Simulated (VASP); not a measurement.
# BN (P3m1) in VASP: a series of runs, part 2 of 2

VASP 6.6.1. The steps go on from the part before.

### 4 Single point, PBE

This run uses another cell than the first one, of 6.68 Å³/atom, 1.056 times its volume.

Contents of INCAR:

```
PREC = Accurate ; ENCUT = 520
EDIFF = 1E-6 ; ISMEAR = 0
SIGMA = 0.05 ; LREAL = F
LASPH = T ; NELM = 60
ALGO = Normal ; ISIF = 2
LWAVE = F ; LCHARG = F
GGA = PE ; NBANDS = 36
```

Contents of KPOINTS:

```
Automatic mesh
0
Gamma
  10 10 2
```

Contents of POSCAR:

```
BN
1.0
   -2.5545800960      0.0000000000      0.0000000000
   -1.2772900480     -2.2123312592      0.0000000000
    0.0000000000      0.0000000000     14.1735436055
B N
6 6
Direct
    0.6666666667      0.6666666667      0.2048707705
    0.6666666667      0.6666666667      0.5029271107
    0.6666666667      0.6666666667      0.8009834510
    0.3333333333      0.3333333333      0.0558426004
    0.3333333333      0.3333333333      0.3538989406
    0.3333333333      0.3333333333      0.6519552808
    0.6666666667      0.6666666667      0.0932153754
    0.6666666667      0.6666666667      0.3912717156
    0.6666666667      0.6666666667      0.6893280558
    0.3333333333      0.3333333333      0.8383562260
    0.3333333333      0.3333333333      0.2422435455
    0.3333333333      0.3333333333      0.5402998857
```

Command:

```sh
> cat potpaw_PBE.64/B/POTCAR potpaw_PBE.64/N/POTCAR > POTCAR
> mpirun -np 1 vasp_std > vasp.out
```

Run time: 2.2 min. Hardware: 1 thread of Intel Xeon 6975P-C, shared host; peak memory 0.22 GiB.

It converged, with:

```yaml
Free_energy: -100.7454 eV
Pressure: -4.6 GPa
Largest_force: 3.727 eV/Å
Band_gap_on_the_k_mesh: 0.12 eV, indirect (least direct gap 0.29 eV)
```

Forces on the atoms (eV/Å):
```
B    0.000  0.000  0.893
B    0.000  0.000  0.675
B    0.000  0.000  3.727
B    0.000  0.000  0.563
B    0.000  0.000  0.668
B    0.000  0.000  0.881
N    0.000  0.000 -2.694
N    0.000  0.000 -0.660
N    0.000  0.000 -1.126
N    0.000  0.000 -1.563
N    0.000  0.000 -0.680
N    0.000  0.000 -0.686
```

Stress tensor (GPa, compression positive):
```
 -1.35   0.00   0.00
  0.00  -1.35   0.00
  0.00   0.00 -11.00
```

Levels at points of the mesh, in eV from the valence-band top:
```
           k point  band 20  band 21  band 22  band 23  band 24  band 25  band 26  band 27  band 28  band 29
(0.00, 0.00, 0.00)    -1.87    -1.87    -1.46     0.00     0.00     0.29     5.60     5.60     6.11     6.66
(0.50, 0.00, 0.00)    -5.25    -4.68    -4.28    -2.45    -1.33     0.12     3.54     4.13     4.84     5.53
(0.00, 0.00, 0.50)    -1.87    -1.87    -1.77     0.00     0.00     0.43     5.60     5.60     6.12     6.66
(0.50, 0.00, 0.50)    -5.25    -4.68    -4.28    -2.45    -1.35     0.14     3.53     4.15     4.88     5.39
```

Caveat: forces of over 1 eV/Å act on the atoms, so gaps and moduli don't describe the material at rest.

### 5 Single point, PBE

This run uses another cell than the first one, of 6.91 Å³/atom, 1.093 times its volume.

Contents of INCAR:

```
PREC = Accurate
ENCUT = 520
EDIFF = 1E-7
ISMEAR = 0
SIGMA = 0.05
LREAL = F
LASPH = T
NELM = 60
ALGO = Normal
ISIF = 2
LWAVE = F
LCHARG = F
GGA = PE
NBANDS = 36
```

KPOINTS is that of step 4.

Contents of POSCAR:

```
BN
1.0
   -2.5545800960      0.0000000000      0.0000000000
   -1.2772900480     -2.2123312592      0.0000000000
    0.0000000000      0.0000000000     14.6735436055
B N
6 6
Direct
    0.6666666667      0.6666666667      0.1978898129
    0.6666666667      0.6666666667      0.4857899036
    0.6666666667      0.6666666667      0.7736899944
    0.3333333333      0.3333333333      0.0539397676
    0.3333333333      0.3333333333      0.3418398583
    0.3333333333      0.3333333333      0.6297399490
    0.6666666667      0.6666666667      0.0900390678
    0.6666666667      0.6666666667      0.3779391585
    0.6666666667      0.6666666667      0.6658392492
    0.3333333333      0.3333333333      0.8097892946
    0.3333333333      0.3333333333      0.2339891132
    0.3333333333      0.3333333333      0.5218892039
```

Command:

```sh
> cat potpaw_PBE.64/B/POTCAR potpaw_PBE.64/N/POTCAR > POTCAR
> mpirun -np 1 vasp_std > vasp.out
```

Run time: 3.3 min. Hardware: 1 thread of Intel Xeon 6975P-C, shared host; peak memory 0.22 GiB.

Results (log left out):

* Free energy: -100.1525 eV
* Pressure: -3.5 GPa
* Largest force: 3.634 eV/Å
* Band gap on the k mesh: zero (band 24 reaches 7.36 eV, above the bottom of band 25 at 7.08 eV)

Forces in eV/Å, atoms in the order of the input:
```
B    0.000  0.000  0.906
B    0.000  0.000  0.659
B    0.000  0.000  3.634
B    0.000  0.000  1.120
B    0.000  0.000  0.643
B    0.000  0.000  0.911
N    0.000  0.000 -2.532
N    0.000  0.000 -0.635
N    0.000  0.000 -1.250
N    0.000  0.000 -2.133
N    0.000  0.000 -0.645
N    0.000  0.000 -0.677
```

Stress tensor (GPa, compression positive):
```
-2.14  0.00  0.00
 0.00 -2.14  0.00
 0.00  0.00 -6.17
```

Levels at points of the mesh, in eV from the Fermi level:
| k point | band 22 | band 23 | band 24 | band 25 | band 26 | band 27 |
| --- | --- | --- | --- | --- | --- | --- |
| (0.00, 0.00, 0.00) | -1.01 | -0.03 | 0.27 | 0.27 | 5.84 | 5.84 |
| (0.50, 0.00, 0.00) | -4.07 | -2.19 | -0.68 | 0.00 | 3.78 | 4.35 |
| (0.00, 0.00, 0.50) | -1.27 | 0.14 | 0.27 | 0.27 | 5.84 | 5.84 |
| (0.50, 0.00, 0.50) | -4.07 | -2.19 | -0.70 | 0.02 | 3.77 | 4.37 |

Caveat: forces of over 1 eV/Å act on the atoms, so gaps and moduli don't describe the material at rest.

### 6 Single point, PBE

This run uses another cell than the first one, of 7.38 Å³/atom, 1.168 times its volume.

Contents of INCAR:

```
ALGO = Normal
EDIFF = 1E-7
ENCUT = 520
GGA = PE
ISIF = 2
ISMEAR = 0
LASPH = T
LCHARG = F
LREAL = F
LWAVE = F
NBANDS = 36
NELM = 100
PREC = Accurate
SIGMA = 0.05
```

Contents of KPOINTS:

```
k-points
0
Gamma
  10 10 2
```

Contents of POSCAR:

```
BN
1.0
   -2.5545800960      0.0000000000      0.0000000000
   -1.2772900480     -2.2123312592      0.0000000000
    0.0000000000      0.0000000000     15.6735436055
B N
6 6
Direct
    0.6666666667      0.6666666667      0.1852640904
    0.6666666667      0.6666666667      0.4547956425
    0.6666666667      0.6666666667      0.7243271946
    0.3333333333      0.3333333333      0.0504983143
    0.3333333333      0.3333333333      0.3200298664
    0.3333333333      0.3333333333      0.5895614185
    0.6666666667      0.6666666667      0.0842944149
    0.6666666667      0.6666666667      0.3538259670
    0.6666666667      0.6666666667      0.6233575191
    0.3333333333      0.3333333333      0.7581232952
    0.3333333333      0.3333333333      0.2190601910
    0.3333333333      0.3333333333      0.4885917431
```

Potentials or basis: VASP PAW PBE potentials, release 64 (B, N).

Command:

```sh
> cat potpaw_PBE.64/B/POTCAR potpaw_PBE.64/N/POTCAR > POTCAR
> mpirun -np 1 vasp_std > vasp.out
```

It took 3.8 min on 1 thread of Intel Xeon 6975P-C, shared host; peak memory 0.23 GiB.

It converged, with:

```yaml
Free_energy: -99.7316 eV
Pressure: -2.4 GPa
Largest_force: 2.960 eV/Å
Band_gap_on_the_k_mesh: zero (band 24 reaches 6.34 eV, above the bottom of band 25 at 5.92 eV)
```

Forces in eV/Å, atoms in the order of the input:
```
B    0.000  0.000  0.831
B    0.000  0.000  0.603
B    0.000  0.000  2.960
B    0.000  0.000  1.001
B    0.000  0.000  0.565
B    0.000  0.000  0.834
N    0.000  0.000 -1.686
N    0.000  0.000 -0.577
N    0.000  0.000 -1.267
N    0.000  0.000 -2.078
N    0.000  0.000 -0.551
N    0.000  0.000 -0.635
```

Stress tensor (GPa, compression positive):
```
-3.66  0.00  0.00
 0.00 -3.66  0.00
 0.00  0.00  0.08
```

Levels at points of the mesh, in eV from the Fermi level:
| k point | band 22 | band 23 | band 24 | band 25 | band 26 | band 27 |
| --- | --- | --- | --- | --- | --- | --- |
| (0.00, 0.00, 0.00) | -0.46 | -0.27 | 0.39 | 0.39 | 6.25 | 6.25 |
| (0.50, 0.00, 0.00) | -3.78 | -2.06 | -0.24 | 0.04 | 4.18 | 4.75 |
| (0.00, 0.00, 0.50) | -0.69 | -0.06 | 0.40 | 0.40 | 6.25 | 6.25 |
| (0.50, 0.00, 0.50) | -3.78 | -2.06 | -0.25 | 0.05 | 4.18 | 4.76 |

Caveat: forces of over 1 eV/Å act on the atoms, so gaps and moduli don't describe the material at rest.

### 7 The runs side by side

```csv
cell,gap on the mesh (eV),pressure (GPa),largest force (eV/Å)
"a = 2.555, b = 2.555, c = 13.424 Å, angles 90.0, 90.0, 60.0°, 12 atoms",2.36,-6.2,2.60
"a = 2.555, b = 2.555, c = 13.674 Å, angles 90.0, 90.0, 60.0°, 12 atoms",1.30,-5.9,3.10
"a = 2.555, b = 2.555, c = 14.174 Å, angles 90.0, 90.0, 60.0°, 12 atoms",0.12,-4.6,3.73
"a = 2.555, b = 2.555, c = 14.674 Å, angles 90.0, 90.0, 60.0°, 12 atoms",none,-3.5,3.63
"a = 2.555, b = 2.555, c = 15.674 Å, angles 90.0, 90.0, 60.0°, 12 atoms",none,-2.4,2.96
```

Alike in all rows: task single point; level PBE; potentials or basis VASP PAW PBE potentials, release 64 (B, N); no spin polarisation; k mesh 10 × 10 × 2; cutoff (eV) 520; smearing gaussian 0.05 eV.

Caveats: forces of over 1 eV/Å act on the atoms, so gaps and moduli don't describe the material at rest.

Absolute energies hang on the potentials; compare differences alone.
